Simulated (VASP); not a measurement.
# Sb2P3H (P-4m2) in VASP: a series of runs

The runs below take Sb2P3H through single point, relaxation of cell and atoms, with PBE.

All numbers are computed with VASP 6.6.1; they aren't measurements. Logs are shortened: lines on timing, memory, paths and dates and some standing lists are left out, and cuts for length are marked.

## 1. The cell of the first run

It takes space group P-4m2 (No. 115, tetragonal). Conventional cell: a = 3.151 Å, b = 3.151 Å, c = 14.829 Å, α = 90.00°, β = 90.00°, γ = 90.00°. Sb (site symmetry 2mm) has 1 H at 1.99 Å within 2.6 Å. H (site symmetry -4m2) has 2 Sb at 1.99 Å within 2.6 Å. Within 2.9 Å of P (site symmetry 2mm) lie 2 P at 2.17 Å. P (site symmetry -4m2) has 4 P at 2.17 Å within 2.9 Å.

The cell was generated, and may not be a known phase.

## 2. Single point, PBE

File INCAR:

```
SYSTEM = Sb2P3H
PREC     = Accurate       ! precision mode
ENCUT    = 520            ! plane-wave cutoff, eV
EDIFF    = 1E-7           ! SCF threshold, eV
ISMEAR   = 0              ! smearing method
SIGMA    = 0.1            ! smearing width, eV
LREAL    = .False.        ! projectors in reciprocal space
LASPH    = .True.         ! aspherical terms in the spheres
NELM     = 80             ! most SCF steps
ALGO     = Normal         ! electronic algorithm
ISIF     = 2              ! what is computed and relaxed
LWAVE    = .False.        ! write WAVECAR
LCHARG   = .False.        ! write CHGCAR
GGA      = PE             ! functional
NBANDS   = 22             ! bands
```

File KPOINTS:

```
regular mesh
0
Gamma
  6 6 2
  0 0 0
```

File POSCAR:

```
Sb2P3H
1.0
    3.1506635568      0.0000000000      0.0000000000
    0.0000000000      3.1506635568      0.0000000000
    0.0000000000      0.0000000000     14.8290309672
Sb H P
2 1 3
Direct
    0.5000000000      0.5000000000      0.3660923716
    0.5000000000      0.5000000000      0.6339076284
    0.5000000000      0.5000000000      0.5000000000
    0.0000000000      0.5000000000      0.1009242231
    0.5000000000      0.0000000000      0.8990757769
    0.0000000000      0.0000000000      0.0000000000
```

Potentials or basis: VASP PAW PBE potentials, release 64 (Sb, H, P).

The run is started by

```console
$ cat potpaw_PBE.64/Sb/POTCAR potpaw_PBE.64/H/POTCAR potpaw_PBE.64/P/POTCAR > POTCAR
$ mpirun -np 1 vasp_std > vasp.out
```

OUTCAR:

```text
SYSTEM = Sb2P3H
   PREC = Accurate
   ENCUT = 520
   EDIFF = 1E-7
   ISMEAR = 0
   LREAL = .False.
   LASPH = .True.
   NELM = 80
   ISIF = 2
   GGA = PE

 ion  position               nearest neighbor table
   1  0.500  0.500  0.366-   3 1.99
   2  0.500  0.500  0.634-   3 1.99
   3  0.500  0.500  0.500-   1 1.99   2 1.99
   4  0.000  0.500  0.101-   6 2.17   6 2.17
   5  0.500  0.000  0.899-   6 2.17   6 2.17
   6  0.000  0.000  0.000-   4 2.17   5 2.17   4 2.17   5 2.17

  LATTYP: Found a simple tetragonal cell.
 ALAT       =     3.1506635568
 C/A-ratio  =     4.7066374114

  Lattice vectors:

 A1 = (   3.1506635568,   0.0000000000,   0.0000000000)
 A2 = (   0.0000000000,   3.1506635568,   0.0000000000)
 A3 = (   0.0000000000,   0.0000000000,  14.8290309672)

Analysis of symmetry for initial positions (statically):
=====================================================================
 Subroutine PRICEL returns:
 Original cell was already a primitive cell.

 Routine SETGRP: Setting up the symmetry group for a
 simple tetragonal supercell.

 Subroutine GETGRP returns: Found  8 space group operations
 (whereof  8 operations were pure point group operations)
 out of a pool of 16 trial point group operations.

The static configuration has the point symmetry D_2d.

Analysis of symmetry for dynamics (positions and initial velocities):
=====================================================================
 Subroutine PRICEL returns:
 Original cell was already a primitive cell.

 Routine SETGRP: Setting up the symmetry group for a
 simple tetragonal supercell.

 Subroutine GETGRP returns: Found  8 space group operations
 (whereof  8 operations were pure point group operations)
 out of a pool of 16 trial point group operations.

The dynamic configuration has the point symmetry D_2d.

 Subroutine INISYM returns: Found  8 space group operations
 (whereof  8 operations are pure point group operations),
 and found     1 'primitive' translations

----------------------------------------------------------------------------------------

                                     Primitive cell

  volume of cell :     147.2031

  direct lattice vectors                    reciprocal lattice vectors
     3.150663557  0.000000000  0.000000000     0.317393458  0.000000000  0.000000000
     0.000000000  3.150663557  0.000000000     0.000000000  0.317393458  0.000000000
     0.000000000  0.000000000 14.829030967     0.000000000  0.000000000  0.067435290

  length of vectors
     3.150663557  3.150663557 14.829030967     0.317393458  0.317393458  0.067435290

  position of ions in fractional coordinates (direct lattice)
     0.500000000  0.500000000  0.366092372
     0.500000000  0.500000000  0.633907628
     0.500000000  0.500000000  0.500000000
     0.000000000  0.500000000  0.100924223
     0.500000000  0.000000000  0.899075777
     0.000000000  0.000000000  0.000000000

  ion indices of the primitive-cell ions
   primitive index   ion index
                 1           1
                 2           2
                 3           3
                 4           4
                 5           5
                 6           6

----------------------------------------------------------------------------------------

 KPOINTS: regular mesh

Automatic generation of k-mesh.
 Grid dimensions read from file:
 generate k-points for:    6    6    2

 Generating k-lattice:

  Cartesian coordinates                     Fractional coordinates (reciprocal lattice)
     0.052898910  0.000000000  0.000000000     0.166666667  0.000000000  0.000000000
     0.000000000  0.052898910  0.000000000     0.000000000  0.166666667  0.000000000
     0.000000000  0.000000000  0.033717645     0.000000000  0.000000000  0.500000000

  Length of vectors
     0.052898910  0.052898910  0.033717645

  Shift w.r.t. Gamma in fractional coordinates (k-lattice)
     0.000000000  0.000000000  0.000000000

 Subroutine IBZKPT returns following result:
 ===========================================

 Found     20 irreducible k-points:

 Following reciprocal coordinates:
            Coordinates               Weight
  0.000000  0.000000  0.000000      1.000000
  0.166667  0.000000  0.000000      4.000000
  0.333333  0.000000  0.000000      4.000000
  0.500000  0.000000  0.000000      2.000000
  0.166667  0.166667  0.000000      4.000000
  0.333333  0.166667  0.000000      8.000000
[... 12 lines left out ...]
  0.500000  0.333333  0.500000      4.000000
  0.500000  0.500000  0.500000      1.000000
   k-points           NKPTS =     20   k-points in BZ     NKDIM =     20   number of bands    NBANDS=     22
   number of dos      NEDOS =    301   number of ions     NIONS =      6
   total plane-waves  NPLWV =  64512
   dimension x,y,z NGX =    24 NGY =   24 NGZ =  112
   dimension x,y,z NGXF=    48 NGYF=   48 NGZF=  224
   ions per type =               2   1   3
   NGX,Y,Z   is equivalent  to a cutoff of  12.66, 12.66, 12.56 a.u.
   NGXF,Y,Z  is equivalent  to a cutoff of  25.33, 25.33, 25.11 a.u.
 SYSTEM =  Sb2P3H
   PREC   = accura    normal or accurate (medium, high low for compatibility)
   ISTART =      0    job   : 0-new  1-cont  2-samecut
   ICHARG =      2    charge: 1-file 2-atom 10-const
   ISPIN  =      1    spin polarized calculation?
   LNONCOLLINEAR =      F non collinear calculations
   LSORBIT =      F    spin-orbit coupling
   LASPH  =      T    aspherical Exc in radial PAW
   ENCUT  =  520.0 eV  38.22 Ry    6.18 a.u.   5.86  5.86 27.57*2*pi/ulx,y,z
   NELM   =     80;   NELMIN=  2; NELMDL= -5     # of ELM steps
   EDIFF  = 0.1E-06   stopping-criterion for ELM
   LREAL  =      F    real-space projection
   EDIFFG = 0.1E-05   stopping-criterion for IOM
   NSW    =      0    number of steps for IOM
   IBRION =     -1    ionic relax: 0-MD 1-quasi-New 2-CG
   NFREE  =      0    steps in history (QN), initial steepest desc. (CG)
   ISIF   =      2    stress and relaxation
   ISYM   =      2    0-nonsym 1-usesym 2-fastsym
   POTIM  = 0.5000    time-step for ionic-motion
   TEBEG  =    0.0;   TEEND  =   0.0 temperature during run
   PSTRESS=    0.0 pullay stress
   NELECT =      26.0000    total number of electrons
   NUPDOWN=      -1.0000    fix difference up-down
   EMIN   =  10.00;   EMAX   =-10.00  energy-range for DOS
   EFERMI =   0.00;   METHOD = LEGACY
   ISMEAR =     0;   SIGMA  =   0.10  broadening in eV -4-tet -1-fermi 0-gaus
   EFERMI_NEDOS =   21; number of points for ismear=-14 and -15
   IALGO  =     38    algorithm
   IMIX   =      4    mixing-type and parameters
     AMIX     =   0.40;   BMIX     =  1.00
     AMIX_MAG =   1.60;   BMIX_MAG =  1.00
  volume/ion in A,a.u.               =      24.53       165.56
  Fermi-wavevector in a.u.,A,eV,Ry     =   0.918531  1.735771 11.479217  0.843699
  Thomas-Fermi vector in A             =   2.043623
   LORBIT       =      0    0 simple, 1 ext, 2 COOP (PROOUT), +10 PAW based schemes
   GGA     = PE    functional components
   LHFCALC =     F    Hartree Fock is set to
   AEXX    =    0.0000 exact exchange contribution
   IVDW    =     0    specifies the selected vdW correction
   LEPSILON=     F    determine dielectric tensor
   LRPA    =     F    only Hartree local field effects (RPA)
 non-spin polarized calculation
 Gauss-broadening in eV      SIGMA  =   0.10
  energy-cutoff  :      520.00
  volume of cell :      147.20
 maximum number of plane-waves:      4000
 NGX is ok and might be reduce to    24
   NGX = 11   NGY = 11   NGZ = 55

 number of electron      26.0000003 magnetization

 Free energy of the ion-electron system (eV)
  ---------------------------------------------------
  ext. energy  EPLUGINS =         0.00000000
  ---------------------------------------------------
  free energy    TOTEN  =       -26.16131904 eV

  energy without entropy =      -26.14609562  energy(sigma->0) =      -26.15370733

 E-fermi :   4.5771     XC(G=0):  -8.6587

 val. band max:        4.5712901090   @ k =   0.3333   0.1667   0.5000
 cond. band min:       4.6088049493   @ k =   0.3333   0.1667   0.0000
 fundamental gap:      0.0375148403
 Fermi energy:         4.5770909475

 k-point     1 :       0.0000    0.0000    0.0000
  band No.  band energies     occupation
      1     -11.4443      2.00000
      2      -7.7825      2.00000
      3      -6.8220      2.00000
      4      -6.1009      2.00000
      5      -2.4889      2.00000
      6      -0.7835      2.00000
[... 14 lines left out ...]
     21       9.7655      0.00000
     22       9.7722      0.00000

 k-point     2 :       0.1667    0.0000    0.0000
  band No.  band energies     occupation
      1     -11.1270      2.00000
      2      -7.5343      2.00000
      3      -6.4627      2.00000
      4      -5.7201      2.00000
      5      -2.4653      2.00000
      6      -0.6553      2.00000
[... 14 lines left out ...]
     21       9.6619      0.00000
     22      10.0360      0.00000

 k-point     3 :       0.3333    0.0000    0.0000
  band No.  band energies     occupation
      1     -10.2846      2.00000
      2      -7.0052      2.00000
      3      -5.5061      2.00000
      4      -4.6768      2.00000
      5      -3.8899      2.00000
      6      -1.0688      2.00000
[... 14 lines left out ...]
     21       9.8388      0.00000
     22      10.1746      0.00000
[... 376 lines left out ...]
 k-point    19 :       0.5000    0.3333    0.5000
  band No.  band energies     occupation
      1      -8.2423      2.00000
      2      -6.1140      2.00000
      3      -4.7280      2.00000
      4      -3.4904      2.00000
      5      -2.3147      2.00000
      6      -1.9122      2.00000
[... 14 lines left out ...]
     21       9.1049      0.00000
     22       9.1658      0.00000

 k-point    20 :       0.5000    0.5000    0.5000
  band No.  band energies     occupation
      1      -7.1263      2.00000
      2      -5.7665      2.00000
      3      -5.7665      2.00000
      4      -2.7854      2.00000
      5      -2.2000      2.00000
      6      -1.3283      2.00000
[... 14 lines left out ...]
     21       8.4627      0.00000
     22       9.1029      0.00000

------------------------ aborting loop because EDIFF is reached ----------------------------------------

  FORCE on cell =-STRESS in cart. coord.  units (eV):
  Direction    XX          YY          ZZ          XY          YZ          ZX
  --------------------------------------------------------------------------------------
  -------------------------------------------------------------------------------------
  Total       -0.2541175     -0.2541175      0.0239102      0.0000000     -0.0000000      0.0000000
  in kB       -2.7658477     -2.7658477      0.2602415      0.0000000     -0.0000000      0.0000000
  external PRESSURE =      -1.7571513 kB  Pullay stress =       0.0000000 kB

 VOLUME and BASIS-vectors are now :
 -----------------------------------------------------------------------------
  energy-cutoff  :      520.00
  volume of cell :      147.20
      direct lattice vectors                 reciprocal lattice vectors
     3.150663557  0.000000000  0.000000000     0.317393458  0.000000000  0.000000000
     0.000000000  3.150663557  0.000000000     0.000000000  0.317393458  0.000000000
     0.000000000  0.000000000 14.829030967     0.000000000  0.000000000  0.067435290

 POSITION                                       TOTAL-FORCE (eV/Angst)
 -----------------------------------------------------------------------------------
      1.57533      1.57533      5.42880        -0.000000      0.000000     -0.014153
      1.57533      1.57533      9.40024         0.000000      0.000000      0.014153
      1.57533      1.57533      7.41452         0.000000     -0.000000      0.000000
      0.00000      1.57533      1.49661         0.000000      0.000000     -0.032787
      1.57533      0.00000     13.33242         0.000000     -0.000000      0.032787
      0.00000      0.00000      0.00000         0.000000      0.000000      0.000000
 -----------------------------------------------------------------------------------
    total drift:                               -0.000000     -0.000000      0.000000

  FREE ENERGIE OF THE ION-ELECTRON SYSTEM (eV)
  ---------------------------------------------------
  free  energy   TOTEN  =       -26.1613190447 eV

  energy  without entropy=      -26.1460956230  energy(sigma->0) =      -26.15370733
```

Wall time 61 s (1 thread of Intel Xeon Platinum 8259CL at 2.50GHz (Skylake/Cascade Lake), shared host); peak memory 0.26 GiB.

What came out:

```yaml
Free_energy: -26.1613 eV
Pressure: -0.2 GPa
Largest_force: 0.033 eV/Å
Band_gap_on_the_k_mesh: zero (bands 13 and 14 overlap by 3.42 eV)
```

Forces in eV/Å, atoms in the order of the input:
```
Sb   0.000  0.000 -0.014
Sb   0.000  0.000  0.014
H    0.000  0.000  0.000
P    0.000  0.000 -0.033
P    0.000  0.000  0.033
P    0.000  0.000  0.000
```

Levels at points of the mesh, in eV from the Fermi level:
```tsv
k point	band 10	band 11	band 12	band 13	band 14	band 15
(0.00, 0.00, 0.00)	-1.36	0.75	0.75	1.26	1.44	2.35
(0.50, 0.00, 0.00)	-3.89	-2.70	-2.31	0.17	1.18	1.87
(0.50, 0.50, 0.00)	-2.47	-2.47	-2.31	-2.26	-2.16	-2.16
(0.00, 0.00, 0.50)	-1.71	0.75	0.75	1.26	1.80	2.43
(0.50, 0.00, 0.50)	-3.83	-2.80	-2.31	0.34	1.13	1.87
(0.50, 0.50, 0.50)	-2.47	-2.47	-2.46	-2.16	-2.16	-2.11
```

Caveat: spin-orbit coupling is left out, which moves the levels of the heavy elements; this functional lacks dispersion, which binds layers or chains, so the pressure and a relaxed spacing across them are unreliable.

## 3. Relaxation of cell and atoms, PBE

This run uses another cell than the first one, of 22.30 Å³/atom.

File INCAR:

```
PREC = Accurate
ENCUT = 600
EDIFF = 1E-7
ISMEAR = 0
SIGMA = 0.1
LREAL = F
LASPH = T
NELM = 60
ALGO = Normal
ISIF = 3
LWAVE = F
LCHARG = F
GGA = PE
IBRION = 2
NSW = 90
EDIFFG = -0.04
```

File KPOINTS:

```
regular mesh
0
Gamma
  4 4 2
```

File POSCAR:

```
Sb2P3H
1.0
    3.7737904900      0.0000000000      0.0000000000
    0.0000000000      3.7737904900      0.0000000000
    0.0000000000      0.0000000000      9.3931993700
Sb H P
2 1 3
Direct
    0.5000000000      0.5000000000      0.1864259300
    0.5000000000      0.5000000000      0.8135740700
    0.5000000000      0.5000000000      0.5000000000
    0.0000000000      0.5000000000      0.1636321100
    0.5000000000      0.0000000000      0.8363678900
    0.0000000000      0.0000000000      0.0000000000
```

Potentials or basis: VASP PAW PBE potentials, release 64 (Sb, H, P).

The run is started by

```console
$ cat potpaw_PBE.64/Sb/POTCAR potpaw_PBE.64/H/POTCAR potpaw_PBE.64/P/POTCAR > POTCAR
$ mpirun -np 1 vasp_std > vasp.out
```

Wall time 16 min (1 thread of Intel Xeon Platinum 8259CL at 2.50GHz (Skylake/Cascade Lake), shared host); peak memory 0.28 GiB.

It converged, with:

```
Free energy                           : -24.6680 eV
Relaxed volume                        : 26.63 Å³/atom
Relaxed cell                          : a = 4.770 Å, b = 4.770 Å, c = 7.023 Å, α = 90.00°, β = 90.00°, γ = 90.00°
Space group after relaxing (to 0.1 Å) : P4/mmm (No. 123)
Energy gained by relaxing             : 3272.2 meV/atom
Ionic steps                           : 34
Pressure after relaxing               : 0.0 GPa
Largest force after relaxing          : 0.039 eV/Å
Band gap on the k mesh                : zero (bands 13 and 14 overlap by 0.89 eV)
```

Forces on the atoms (eV/Å):
```
Sb   0.000  0.000 -0.004
Sb   0.000  0.000  0.004
H    0.000  0.000  0.000
P    0.000  0.000 -0.039
P    0.000  0.000  0.039
P    0.000  0.000  0.000
```

The path:
```tsv
step	energy change (eV)	largest force (eV/Å)	pressure (GPa)	volume (Å³)
1	0.0000	6.2927	55.81	133.77
2	-12.4692	0.3948	-6.60	328.92
3	-15.7169	1.2839	-2.17	225.21
4	-15.7221	1.1910	-3.04	231.09
5	-15.7257	1.2369	-2.61	228.10
6	-16.6320	1.2471	-2.88	212.39
7	-18.7318	1.1548	-0.28	165.16
8	-18.7194	1.1148	0.29	162.61
9	-18.7296	1.1360	-0.01	163.89
10	-18.9478	0.9698	0.98	160.29
11	-19.2000	0.6528	3.25	153.15
12	-19.3569	0.4630	1.08	158.48
13	-19.4284	0.3128	-1.19	165.20
14	-19.4292	0.3006	-1.39	165.88
15	-19.4803	0.2614	-1.43	165.40
16	-19.5184	0.0928	-1.32	164.58
17	-19.5453	0.1552	0.14	159.14
18	-19.5454	0.1576	0.19	158.95
19	-19.5531	0.1655	0.18	158.58
20	-19.5565	0.1776	0.18	158.11
21	-19.5639	0.1995	0.00	158.72
22	-19.5863	0.2407	-0.44	160.56
23	-19.6020	0.1373	-1.26	164.25
24	-19.6040	0.1634	-1.00	163.04
25	-19.6071	0.1514	-0.96	162.96
26	-19.6145	0.1139	-0.84	162.71
27	-19.6210	0.0907	-0.59	162.21
28	-19.6244	0.0903	-0.47	161.73
29	-19.6309	0.0915	-0.09	160.29
30	-19.6265	0.1040	0.71	157.43
31	-19.6320	0.0935	0.15	159.40
32	-19.6327	0.0586	0.08	159.56
33	-19.6331	0.0411	-0.05	159.85
34	-19.6333	0.0387	-0.02	159.77
```

Final structure:
```
Sb H P
1.0
     4.76969    0.00000    0.00000
     0.00000    4.76969    0.00000
     0.00000    0.00000    7.02294
Sb H P
2 1 3
Direct
  0.50000 0.50000 0.21790
  0.50000 0.50000 0.78210
  0.50000 0.50000 0.50000
  0.00000 0.50000 0.00308
  0.50000 0.00000 0.99692
  0.00000 0.00000 0.00000
```

Levels at points of the mesh, in eV from the Fermi level:
```tsv
k point	band 9	band 10	band 11	band 12	band 13	band 14	band 15	band 16	band 17
(0.00, 0.00, 0.00)	-2.61	-2.61	-2.43	-1.09	-0.37	-0.37	1.38	1.76	2.86
(0.50, 0.00, 0.00)	-4.36	-1.07	-0.81	-0.50	-0.05	0.22	1.10	2.07	2.71
(0.50, 0.50, 0.00)	-1.74	-0.50	-0.50	-0.48	0.23	1.12	1.25	1.25	2.25
(0.00, 0.00, 0.50)	-2.57	-2.57	-1.22	-1.22	-1.07	-0.66	-0.66	3.02	3.78
(0.50, 0.00, 0.50)	-3.99	-2.90	-0.46	-0.36	-0.09	-0.06	0.14	1.75	2.44
(0.50, 0.50, 0.50)	-3.31	-1.78	-0.48	-0.13	-0.13	0.24	1.61	1.61	2.25
```

Caveat: the k points lie up to 0.45 Å⁻¹ apart in the final cell, too coarse for converged energies and pressures of a metal; the volume moved by over 15 % at a fixed basis, so the end points are rough; spin-orbit coupling is left out, which moves the levels of the heavy elements.

[end of part 1 of 2]

The gap in the log of VASP goes by the Fermi energy; the results here count the filled bands.